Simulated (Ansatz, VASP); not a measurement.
One calculation of Nb, two programs

```xyz
1
Lattice="0.0000 2.1150 2.1150 2.1150 0.0000 2.1150 2.1150 2.1150 0.0000" Properties=species:S:1:pos:R:3 pbc="T T T"
Nb    0.0000    0.0000    0.0000
```

Alike in both runs: task electric field gradients; functional PBE; k mesh 13 × 13 × 13; occupations fermi-dirac, width 0.08 eV; non-collinear spin, spin-orbit coupling.

```csv
,VASP,Ansatz
version,VASP 6.6.1,Ansatz 0.2.0
potentials or method,"VASP PAW PBE potentials, release 64 (Nb_sv)","PAW with Ansatz's default frozen-core files, fully relativistic files with spin-orbit coupling"
plane-wave cutoff (eV),520,420
valence electrons in the cell,13,13
```

Ansatz gave:

* pressure (GPa): -1.1
* net moment per atom (μB): 0.00

Question: Which values does VASP return?

Answer: Pressure (GPa): -1.4; net moment per atom (μB): 0.00.
